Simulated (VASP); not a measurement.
Here is a VASP 6.6.1 calculation.

Contents of INCAR:

```
PREC     = Accurate       # precision mode
ENCUT    = 520            # plane-wave cutoff, eV
EDIFF    = 1E-6           # SCF threshold, eV
ISMEAR   = 0              # smearing method
SIGMA    = 0.1            # smearing width, eV
LREAL    = F              # projectors in reciprocal space
LASPH    = T              # aspherical terms in the spheres
NELM     = 100            # most SCF steps
ALGO     = Fast           # electronic algorithm
ISIF     = 2              # what is computed and relaxed
LWAVE    = F              # write WAVECAR
LCHARG   = F              # write CHGCAR
GGA      = PS             # functional
NBANDS   = 18             # bands
```

The input KPOINTS:

```
Automatic mesh
0
Gamma
  20 20 14
```

File POSCAR:

```
Cu
1.0
    1.7906147204      1.7906147204      0.0000000000
   -1.7906147204      1.7906147204      0.0000000000
    0.0000000000      0.0000000000      3.4921441313
Cu
2
Direct
    0.0000000000      0.0000000000      0.0000000000
    0.5000000000      0.5000000000      0.5000000000
```

Potentials or basis: VASP PAW PBE potentials, release 64 (Cu).

Run with:

```sh
$ cat potpaw_PBE.64/Cu/POTCAR > POTCAR
$ mpirun -np 1 vasp_std > vasp.out
```

Estimate the pressure.

3.1 GPa.

What does it give for the band gap on the k mesh?

Zero (band 11 reaches 14.44 eV, above the bottom of band 12 at 6.04 eV).

Stress tensor (GPa, compression positive):
```
2.65 0.00 0.00
0.00 2.65 0.00
0.00 0.00 3.92
```

Caveat: the cell differs from its parent crystal (uniaxial strain along c: -2.0 %); the PAW data sets were made with another functional, which shifts forces and pressure a little.
